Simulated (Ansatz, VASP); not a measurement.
SiGe in VASP and in Ansatz

File INCAR:

```
SYSTEM = SiGe
PREC = Accurate
ENCUT = 500
EDIFF = 1E-6
ISMEAR = 1
SIGMA = 0.2
LREAL = .FALSE.
LASPH = .TRUE.
NELM = 120
ALGO = Normal
ISIF = 2
LWAVE = .FALSE.
LCHARG = .FALSE.
GGA = PE
NBANDS = 26
GGA_COMPAT = .FALSE.
```

File KPOINTS:

```
Automatic mesh
0
G
  6 6 4
  0 0 0
```

POSCAR

```
SiGe
1.0
    4.1812584869      0.0000000000      0.0000000000
   -2.0906292435      3.6210760695      0.0000000000
    0.0000000000      0.0000000000      5.5207042643
Ge Si
2 2
Direct
    0.3333333333      0.6666666667      0.2500000000
    0.6666666667      0.3333333333      0.7500000000
    0.6666666667      0.3333333333      0.2500000000
    0.3333333333      0.6666666667      0.7500000000
```

Input for Ansatz:

```yaml
crystal:
  lattice:
    - [4.1812584869, 0.0, 0.0]
    - [-2.0906292435, 3.6210760695, 0.0]
    - [0.0, 0.0, 5.5207042643]
  atoms:
    - { symbol: Ge, position: [0.3333333333, 0.6666666667, 0.25] }
    - { symbol: Ge, position: [0.6666666667, 0.3333333333, 0.75] }
    - { symbol: Si, position: [0.6666666667, 0.3333333333, 0.25] }
    - { symbol: Si, position: [0.3333333333, 0.6666666667, 0.75] }
kpoints:
  mp_grid: { grid: [6, 6, 4] }
hamiltonian:
  xc: pbe
scf:
  occupations: { method: cold, width: 0.2 }
  n_extra_bands: 5
output:
  forces: true
  stress: true
  eigenvalues: true
```

Alike in both runs: task single point; functional PBE; k mesh 6 × 6 × 4; no spin polarisation.

|  | VASP | Ansatz |
| --- | --- | --- |
| version | VASP 6.6.1 | Ansatz 0.2.0 |
| potentials or method | VASP PAW PBE potentials, release 64 (Ge_d, Si) | plane waves |
| plane-wave cutoff (eV) | 500 | 420 |
| occupations | methfessel-paxton of order 1, width 0.2 eV | cold, width 0.2 eV |
| valence electrons in the cell | 36 | 36 |

Ansatz gave:

* pressure (GPa): 1.9
* traceless stress, the component that is largest in VASP (GPa): -0.51

Task: Which values does VASP return?

Result: Pressure (GPa): 1.8; traceless stress, the component that is largest in VASP (GPa): -0.85.
